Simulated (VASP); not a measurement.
# ZnO4 (Cmmm) in VASP: single point with PBE

Aim: the single point of ZnO4 with PBE.

All numbers are computed with VASP 6.6.1; they aren't measurements. Logs are shortened: lines on timing, memory, paths and dates and some standing lists are left out, and cuts for length are marked.

## Step 1: The cell of the first run

The structure is orthorhombic, space group Cmmm (No. 65). Conventional cell: a = 5.804 Å, b = 6.095 Å, c = 2.606 Å, α = 90.00°, β = 90.00°, γ = 90.00°. Zn (site symmetry mmm) has 6 O at 1.66 to 1.74 Å within 2.2 Å. O (site symmetry m2m) has 2 Zn at 1.74 Å within 2.3 Å. Within 2.2 Å of O (site symmetry 2mm) lie 1 Zn at 1.66 Å.

## Step 2: Single point, PBE

Contents of INCAR:

```
SYSTEM = ZnO4
PREC = Accurate ; ENCUT = 520
EDIFF = 1E-6 ; ISMEAR = 0
SIGMA = 0.1 ; LREAL = .False.
LASPH = .True. ; NELM = 80
ALGO = Normal ; ISIF = 2
LWAVE = .False. ; LCHARG = .False.
GGA = PE ; NBANDS = 26
```

Contents of KPOINTS:

```
regular mesh
0
Gamma
  4 4 6
  0 0 0
```

Contents of POSCAR:

```
ZnO4
1.0
    2.9019555300     -3.0472547200      0.0000000000
    2.9019555300      3.0472547200      0.0000000000
    0.0000000000      0.0000000000      2.6058674900
Zn O
1 4
Direct
    0.0000000000      0.0000000000      0.0000000000
    0.8105999900      0.1894000100      0.5000000000
    0.1894000100      0.8105999900      0.5000000000
    0.2852000000      0.2852000000      0.0000000000
    0.7148000000      0.7148000000      0.0000000000
```

Potentials or basis: VASP PAW PBE potentials, release 64 (Zn, O).

Launch:

```
$ cat potpaw_PBE.64/Zn/POTCAR potpaw_PBE.64/O/POTCAR > POTCAR
$ mpirun -np 1 vasp_std > vasp.out
```

OUTCAR:

```text
SYSTEM = ZnO4
   PREC = Accurate
   ENCUT = 520
   EDIFF = 1E-6
   ISMEAR = 0
   LREAL = .False.
   LASPH = .True.
   NELM = 80
   ISIF = 2
   GGA = PE

 ion  position               nearest neighbor table
   1  0.000  0.000  0.000-   4 1.66   5 1.66   2 1.74   3 1.74   2 1.74   3 1.74
   2  0.811  0.189  0.500-   1 1.74   1 1.74
   3  0.189  0.811  0.500-   1 1.74   1 1.74
   4  0.285  0.285  0.000-   1 1.66
   5  0.715  0.715  0.000-   1 1.66

  LATTYP: Found a base centered orthorhombic cell.
 ALAT       =     5.8039110600
 B/A-ratio  =     1.0500694061
 C/A-ratio  =     0.4489847386

  Lattice vectors:

 A1 = (   2.9019555300,  -3.0472547200,   0.0000000000)
 A2 = (   2.9019555300,   3.0472547200,   0.0000000000)
 A3 = (   0.0000000000,   0.0000000000,   2.6058674900)

Analysis of symmetry for initial positions (statically):
=====================================================================
 Subroutine PRICEL returns:
 Original cell was already a primitive cell.

 Routine SETGRP: Setting up the symmetry group for a
 base centered orthorhombic supercell.

 Subroutine GETGRP returns: Found  8 space group operations
 (whereof  8 operations were pure point group operations)
 out of a pool of  8 trial point group operations.

The static configuration has the point symmetry D_2h.

Analysis of symmetry for dynamics (positions and initial velocities):
=====================================================================
 Subroutine PRICEL returns:
 Original cell was already a primitive cell.

 Routine SETGRP: Setting up the symmetry group for a
 base centered orthorhombic supercell.

 Subroutine GETGRP returns: Found  8 space group operations
 (whereof  8 operations were pure point group operations)
 out of a pool of  8 trial point group operations.

The dynamic configuration has the point symmetry D_2h.

 Subroutine INISYM returns: Found  8 space group operations
 (whereof  8 operations are pure point group operations),
 and found     1 'primitive' translations

----------------------------------------------------------------------------------------

                                     Primitive cell
[... 87 lines left out ...]
 SYSTEM =  ZnO4
   PREC   = accura    normal or accurate (medium, high low for compatibility)
   ISTART =      0    job   : 0-new  1-cont  2-samecut
   ICHARG =      2    charge: 1-file 2-atom 10-const
   ISPIN  =      1    spin polarized calculation?
   LNONCOLLINEAR =      F non collinear calculations
   LSORBIT =      F    spin-orbit coupling
   LASPH  =      T    aspherical Exc in radial PAW
   ENCUT  =  520.0 eV  38.22 Ry    6.18 a.u.   7.82  7.82  4.85*2*pi/ulx,y,z
   NELM   =     80;   NELMIN=  2; NELMDL= -5     # of ELM steps
   EDIFF  = 0.1E-05   stopping-criterion for ELM
   LREAL  =      F    real-space projection
   EDIFFG = 0.1E-04   stopping-criterion for IOM
   NSW    =      0    number of steps for IOM
   IBRION =     -1    ionic relax: 0-MD 1-quasi-New 2-CG
   NFREE  =      0    steps in history (QN), initial steepest desc. (CG)
   ISIF   =      2    stress and relaxation
   ISYM   =      2    0-nonsym 1-usesym 2-fastsym
   POTIM  = 0.5000    time-step for ionic-motion
   TEBEG  =    0.0;   TEEND  =   0.0 temperature during run
   PSTRESS=    0.0 pullay stress
   NELECT =      36.0000    total number of electrons
   NUPDOWN=      -1.0000    fix difference up-down
   EMIN   =  10.00;   EMAX   =-10.00  energy-range for DOS
   EFERMI =   0.00;   METHOD = LEGACY
   ISMEAR =     0;   SIGMA  =   0.10  broadening in eV -4-tet -1-fermi 0-gaus
   EFERMI_NEDOS =   21; number of points for ismear=-14 and -15
   IALGO  =     38    algorithm
   IMIX   =      4    mixing-type and parameters
     AMIX     =   0.40;   BMIX     =  1.00
     AMIX_MAG =   1.60;   BMIX_MAG =  1.00
  volume/ion in A,a.u.               =       9.22        62.20
  Fermi-wavevector in a.u.,A,eV,Ry     =   1.507700  2.849141 30.928227  2.273161
  Thomas-Fermi vector in A             =   2.618252
   LORBIT       =      0    0 simple, 1 ext, 2 COOP (PROOUT), +10 PAW based schemes
   GGA     = PE    functional components
   LHFCALC =     F    Hartree Fock is set to
   AEXX    =    0.0000 exact exchange contribution
   IVDW    =     0    specifies the selected vdW correction
   LEPSILON=     F    determine dielectric tensor
   LRPA    =     F    only Hartree local field effects (RPA)
 non-spin polarized calculation
 Gauss-broadening in eV      SIGMA  =   0.10
  energy-cutoff  :      520.00
  volume of cell :       46.09
 maximum number of plane-waves:      1252
   NGX = 15   NGY = 15   NGZ =  9

 number of electron      35.9999993 magnetization

 Free energy of the ion-electron system (eV)
  ---------------------------------------------------
  ext. energy  EPLUGINS =         0.00000000
  ---------------------------------------------------
  free energy    TOTEN  =       -12.26116815 eV

  energy without entropy =      -12.23092081  energy(sigma->0) =      -12.24604448

 E-fermi :   0.9090     XC(G=0): -11.3927

 val. band max:        0.9067747904   @ k =   0.5000   0.2500   0.0000
 cond. band min:       0.9390899828   @ k =   0.5000   0.0000   0.0000
 fundamental gap:      0.0323151925
 Fermi energy:         0.9090092711

 k-point     1 :       0.0000    0.0000    0.0000
  band No.  band energies     occupation
      1     -19.7407      2.00000
      2     -16.7632      2.00000
      3     -16.4657      2.00000
      4     -16.2994      2.00000
      5      -8.6070      2.00000
      6      -8.3843      2.00000
[... 685 lines left out ...]
     25      17.8570      0.00000
     26      18.3319      0.00000

 [... further k-points ...]
[... 5 lines left out ...]
  --------------------------------------------------------------------------------------
  -------------------------------------------------------------------------------------
  Total       20.4908890     12.0083119     17.5907812      0.0000000      0.0000000      0.0000000
  in kB      712.3436356    417.4559992    611.5245177      0.0000000      0.0000000      0.0000000
  external PRESSURE =     580.4413842 kB  Pullay stress =       0.0000000 kB

 VOLUME and BASIS-vectors are now :
 -----------------------------------------------------------------------------
  energy-cutoff  :      520.00
  volume of cell :       46.09
      direct lattice vectors                 reciprocal lattice vectors
     2.901955530 -3.047254720  0.000000000     0.172297609 -0.164082115  0.000000000
     2.901955530  3.047254720  0.000000000     0.172297609  0.164082115  0.000000000
     0.000000000  0.000000000  2.605867490     0.000000000  0.000000000  0.383749367

 POSITION                                       TOTAL-FORCE (eV/Angst)
 -----------------------------------------------------------------------------------
      0.00000      0.00000      0.00000        -0.000000      0.000000      0.000000
      2.90196     -1.89295      1.30293         0.000000      5.182258     -0.000000
      2.90196      1.89295      1.30293         0.000000     -5.182258      0.000000
      1.65528      0.00000      0.00000         5.967340      0.000000      0.000000
      4.14864      0.00000      0.00000        -5.967340      0.000000     -0.000000
 -----------------------------------------------------------------------------------
    total drift:                                0.000000      0.000000      0.000000

  FREE ENERGIE OF THE ION-ELECTRON SYSTEM (eV)
  ---------------------------------------------------
  free  energy   TOTEN  =       -12.2611681520 eV

  energy  without entropy=      -12.2309208124  energy(sigma->0) =      -12.24604448
```

It took 32 s on 1 thread of Intel Xeon 6975P-C, shared host; peak memory 0.17 GiB.

Results:

| Item | Value |
| --- | --- |
| Free energy | -12.2612 eV |
| Pressure | 58.0 GPa |
| Largest force | 5.967 eV/Å |
| Band gap on the k mesh | zero (band 18 reaches 1.28 eV, above the bottom of band 19 at 0.48 eV) |

Forces on the atoms (eV/Å):
```
Zn   0.000  0.000  0.000
O    0.000  5.182  0.000
O    0.000 -5.182  0.000
O    5.967  0.000  0.000
O   -5.967  0.000  0.000
```

Levels at points of the mesh, in eV from the Fermi level:
| k point | band 15 | band 16 | band 17 | band 18 | band 19 | band 20 | band 21 | band 22 |
| --- | --- | --- | --- | --- | --- | --- | --- | --- |
| (0.00, 0.00, 0.00) | 0.17 | 0.25 | 0.35 | 0.37 | 0.68 | 0.78 | 0.80 | 11.50 |
| (0.50, 0.00, 0.00) | -1.53 | -0.09 | -0.02 | 0.03 | 0.29 | 0.79 | 1.25 | 13.53 |
| (0.50, 0.50, 0.00) | -0.99 | -0.94 | -0.64 | -0.24 | -0.03 | 0.29 | 0.60 | 14.53 |
| (0.00, 0.00, 0.50) | -1.96 | -1.71 | -1.05 | -0.76 | -0.40 | -0.12 | 0.17 | 16.29 |
| (0.50, 0.00, 0.50) | -2.33 | -0.90 | -0.85 | -0.55 | -0.43 | 0.59 | 1.40 | 15.99 |
| (0.50, 0.50, 0.50) | -1.12 | -0.86 | -0.28 | -0.09 | 0.22 | 0.24 | 0.98 | 14.62 |

Caveat: the k points lie up to 0.40 Å⁻¹ apart; forces of over 1 eV/Å act on the atoms, so gaps and moduli don't describe the material at rest.
